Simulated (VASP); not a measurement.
# Sn (I4_1/amd) in VASP: further runs, part 2 of 3

VASP 6.6.1.

## 3. Single point, PBE+D4

INCAR

```
SYSTEM = Sn
ALGO = Fast
EDIFF = 1E-6
ENCUT = 520
GGA = PE
ISIF = 2
ISMEAR = -1
IVDW = 13
LASPH = .True.
LCHARG = .False.
LREAL = .False.
LWAVE = .False.
NBANDS = 21
NELM = 100
PREC = Accurate
SIGMA = 0.05
```

KPOINTS

```
k-points
0
Gamma
  9 9 9
  0 0 0
```

POSCAR

```
Sn
1.0
   -2.9283102539      2.9283102539      1.5848890394
    2.9283102539     -2.9283102539      1.5848890394
    2.9283102539      2.9283102539     -1.5848890394
Sn
2
Direct
    0.0000000000      0.0000000000      0.0000000000
    0.7500000000      0.2500000000      0.5000000000
```

Potentials or basis: VASP PAW PBE potentials, release 64 (Sn_d).

Launch:

```console
cat potpaw_PBE.64/Sn_d/POTCAR > POTCAR
mpirun -np 1 vasp_std > vasp.out
```

OUTCAR:

```text
SYSTEM = Sn
   EDIFF = 1E-6
   ENCUT = 520
   GGA = PE
   ISIF = 2
   ISMEAR = -1
   IVDW = 13
   LASPH = .True.
   LREAL = .False.
   NELM = 100
   PREC = Accurate

 ion  position               nearest neighbor table
   1  0.000  0.000  0.000-   2 3.03   2 3.03   2 3.03   2 3.03
   2  0.750  0.250  0.500-   1 3.03   1 3.03   1 3.03   1 3.03

  LATTYP: Found a body centered tetragonal cell.
 ALAT       =     5.8566205078
 C/A-ratio  =     0.5412298910

  Lattice vectors:

 A1 = (  -2.9283102539,   2.9283102539,   1.5848890394)
 A2 = (   2.9283102539,  -2.9283102539,   1.5848890394)
 A3 = (   2.9283102539,   2.9283102539,  -1.5848890394)

Analysis of symmetry for initial positions (statically):
=====================================================================
 Subroutine PRICEL returns:
 Original cell was already a primitive cell.

 Routine SETGRP: Setting up the symmetry group for a
 body centered tetragonal supercell.

 Subroutine GETGRP returns: Found 16 space group operations
 (whereof  8 operations were pure point group operations)
 out of a pool of 16 trial point group operations.

The static configuration has the point symmetry D_2d.
 The point group associated with its full space group is D_4h.

Analysis of symmetry for dynamics (positions and initial velocities):
=====================================================================
 Subroutine PRICEL returns:
 Original cell was already a primitive cell.

 Routine SETGRP: Setting up the symmetry group for a
 body centered tetragonal supercell.

 Subroutine GETGRP returns: Found 16 space group operations
 (whereof  8 operations were pure point group operations)
 out of a pool of 16 trial point group operations.

The dynamic configuration has the point symmetry D_2d.
 The point group associated with its full space group is D_4h.

 Subroutine INISYM returns: Found 16 space group operations
 (whereof  8 operations are pure point group operations),
 and found     1 'primitive' translations

----------------------------------------------------------------------------------------

                                     Primitive cell

  volume of cell :      54.3617

  direct lattice vectors                    reciprocal lattice vectors
    -2.928310254  2.928310254  1.584889039     0.000000000  0.170746935  0.315479499
     2.928310254 -2.928310254  1.584889039     0.170746935  0.000000000  0.315479499
     2.928310254  2.928310254 -1.584889039     0.170746935  0.170746935  0.000000000

  length of vectors
     4.434171304  4.434171304  4.434171304     0.358722497  0.358722497  0.241472631

  position of ions in fractional coordinates (direct lattice)
     0.000000000  0.000000000  0.000000000
     0.750000000  0.250000000  0.500000000

  ion indices of the primitive-cell ions
   primitive index   ion index
                 1           1
                 2           2

----------------------------------------------------------------------------------------

 KPOINTS: k-points

Automatic generation of k-mesh.
 Grid dimensions read from file:
 generate k-points for:    9    9    9

 Generating k-lattice:

  Cartesian coordinates                     Fractional coordinates (reciprocal lattice)
     0.000000000  0.018971882  0.035053278     0.111111111 -0.000000000  0.000000000
     0.018971882  0.000000000  0.035053278    -0.000000000  0.111111111  0.000000000
     0.018971882  0.018971882  0.000000000     0.000000000  0.000000000  0.111111111

  Length of vectors
     0.039858055  0.039858055  0.026830292

  Shift w.r.t. Gamma in fractional coordinates (k-lattice)
     0.000000000  0.000000000  0.000000000

 Subroutine IBZKPT returns following result:
 ===========================================

 Found     75 irreducible k-points:

 Following reciprocal coordinates:
            Coordinates               Weight
  0.000000  0.000000  0.000000      1.000000
  0.111111  0.000000  0.000000      8.000000
  0.222222  0.000000 -0.000000      8.000000
  0.333333  0.000000 -0.000000      8.000000
  0.444444  0.000000 -0.000000      8.000000
  0.111111  0.111111  0.000000      8.000000
[... 16 lines left out ...]
 -0.333333  0.333333  0.000000      4.000000
  0.444444  0.444444 -0.000000      8.000000
 [... further k-points ...]
   k-points           NKPTS =     75   k-points in BZ     NKDIM =     75   number of bands    NBANDS=     21
   number of dos      NEDOS =    301   number of ions     NIONS =      2
   total plane-waves  NPLWV =  46656
   dimension x,y,z NGX =    36 NGY =   36 NGZ =   36
   dimension x,y,z NGXF=    72 NGYF=   72 NGZF=   72
   ions per type =               2
   NGX,Y,Z   is equivalent  to a cutoff of  13.50, 13.50, 13.50 a.u.
   NGXF,Y,Z  is equivalent  to a cutoff of  26.99, 26.99, 26.99 a.u.
 SYSTEM =  Sn
   PREC   = accura    normal or accurate (medium, high low for compatibility)
   ISTART =      0    job   : 0-new  1-cont  2-samecut
   ICHARG =      2    charge: 1-file 2-atom 10-const
   ISPIN  =      1    spin polarized calculation?
   LNONCOLLINEAR =      F non collinear calculations
   LSORBIT =      F    spin-orbit coupling
   LASPH  =      T    aspherical Exc in radial PAW
   ENCUT  =  520.0 eV  38.22 Ry    6.18 a.u.   8.24  8.24  8.24*2*pi/ulx,y,z
   NELM   =    100;   NELMIN=  2; NELMDL= -5     # of ELM steps
   EDIFF  = 0.1E-05   stopping-criterion for ELM
   LREAL  =      F    real-space projection
[... 7 lines left out ...]
   TEBEG  =    0.0;   TEEND  =   0.0 temperature during run
   PSTRESS=    0.0 pullay stress
   NELECT =      28.0000    total number of electrons
   NUPDOWN=      -1.0000    fix difference up-down
   EMIN   =  10.00;   EMAX   =-10.00  energy-range for DOS
   EFERMI =   0.00;   METHOD = LEGACY
   ISMEAR =    -1;   SIGMA  =   0.05  broadening in eV -4-tet -1-fermi 0-gaus
   EFERMI_NEDOS =   21; number of points for ismear=-14 and -15
   IALGO  =     68    algorithm
   IMIX   =      4    mixing-type and parameters
     AMIX     =   0.40;   BMIX     =  1.00
     AMIX_MAG =   1.60;   BMIX_MAG =  1.00
  volume/ion in A,a.u.               =      27.18       183.43
  Fermi-wavevector in a.u.,A,eV,Ry     =   1.312290  2.479869 23.430663  1.722105
  Thomas-Fermi vector in A             =   2.442693
   LORBIT       =      0    0 simple, 1 ext, 2 COOP (PROOUT), +10 PAW based schemes
   GGA     = PE    functional components
   LHFCALC =     F    Hartree Fock is set to
   AEXX    =    0.0000 exact exchange contribution
   IVDW    =    13    specifies the selected vdW correction
   LEPSILON=     F    determine dielectric tensor
   LRPA    =     F    only Hartree local field effects (RPA)
 non-spin polarized calculation
 RMM-DIIS sequential band-by-band and
  energy-cutoff  :      520.00
  volume of cell :       54.36
 maximum number of plane-waves:      1480
 NGX is ok and might be reduce to    36
   NGX = 17   NGY = 17   NGZ = 17

 number of electron      27.9999997 magnetization

 Free energy of the ion-electron system (eV)
  ---------------------------------------------------
  ext. energy  EPLUGINS =         0.00000000
  ---------------------------------------------------
  free energy    TOTEN  =        -7.59049311 eV

  energy without entropy =       -7.58266785  energy(sigma->0) =       -7.58658048

 E-fermi :   7.9729     XC(G=0): -10.2976

 val. band max:        7.9444346764   @ k =   0.4444   0.3333   0.0000
 cond. band min:       7.9833551850   @ k =  -0.2222   0.4444   0.2222
 fundamental gap:      0.0389205086
 Fermi energy:         7.9729192992

 k-point     1 :       0.0000    0.0000    0.0000
  band No.  band energies     occupation
      1     -13.6972      2.00000
      2     -13.6224      2.00000
      3     -13.5726      2.00000
      4     -13.5684      2.00000
      5     -13.4121      2.00000
      6     -13.4121      2.00000
[... 13 lines left out ...]
     20      17.7355      0.00000
     21      18.4320      0.00000

 k-point     2 :       0.1111    0.0000    0.0000
  band No.  band energies     occupation
      1     -13.6895      2.00000
      2     -13.5973      2.00000
      3     -13.5639      2.00000
      4     -13.5395      2.00000
      5     -13.4290      2.00000
      6     -13.4252      2.00000
[... 520 lines left out ...]
 k-point    24 :       0.4444    0.4444   -0.0000
  band No.  band energies     occupation
      1     -13.6019      2.00000
      2     -13.6010      2.00000
      3     -13.5370      2.00000
      4     -13.5349      2.00000
      5     -13.4433      2.00000
      6     -13.4364      2.00000
[... 13 lines left out ...]
     20      18.7238      0.00000
     21      19.3095      0.00000

 [... further k-points ...]

------------------------ aborting loop because EDIFF is reached ----------------------------------------

  DFT-D4 for vdW energy calculation

  Edisp (eV):   -0.85286

  FORCE on cell =-STRESS in cart. coord.  units (eV):
  Direction    XX          YY          ZZ          XY          YZ          ZX
  --------------------------------------------------------------------------------------
  -------------------------------------------------------------------------------------
  Total      -0.01009    -0.01009    -0.03644     0.00000     0.00000     0.00000
  in kB      -0.29749    -0.29749    -1.07397     0.00000     0.00000     0.00000
  external pressure =       -0.56 kB  Pullay stress =        0.00 kB

 VOLUME and BASIS-vectors are now :
 -----------------------------------------------------------------------------
  energy-cutoff  :      520.00
  volume of cell :       54.36
      direct lattice vectors                 reciprocal lattice vectors
    -2.928310254  2.928310254  1.584889039     0.000000000  0.170746935  0.315479499
     2.928310254 -2.928310254  1.584889039     0.170746935  0.000000000  0.315479499
     2.928310254  2.928310254 -1.584889039     0.170746935  0.170746935  0.000000000

 POSITION                                       TOTAL-FORCE (eV/Angst)
 -----------------------------------------------------------------------------------
      0.00000      0.00000      0.00000         0.000000      0.000000      0.000000
     -0.00000      2.92831      0.79244        -0.000000     -0.000000     -0.000000
 -----------------------------------------------------------------------------------
    total drift:                               -0.000000      0.000000     -0.000000

  FREE ENERGIE OF THE ION-ELECTRON SYSTEM (eV)
  ---------------------------------------------------
  free  energy   TOTEN  =        -8.4433576965 eV

  energy  without entropy=       -8.4355324371  energy(sigma->0) =       -8.43944507
```

Run time: 2.4 min. Hardware: 1 thread of Intel Xeon Platinum 8259CL at 2.50GHz (Skylake/Cascade Lake), shared host; peak memory 0.24 GiB.

Results:

| Item | Value |
| --- | --- |
| Free energy | -8.4434 eV |
| Pressure | -0.1 GPa |
| Band gap on the k mesh | zero (band 14 reaches 9.18 eV, above the bottom of band 15 at 5.16 eV) |
| Dispersion energy per atom | -0.426 eV |

Caveat: spin-orbit coupling is left out, which moves the levels of the heavy elements; pairwise dispersion overbinds metals, which lowers pressure and volume.

(Part 2 of 3 ends here.)
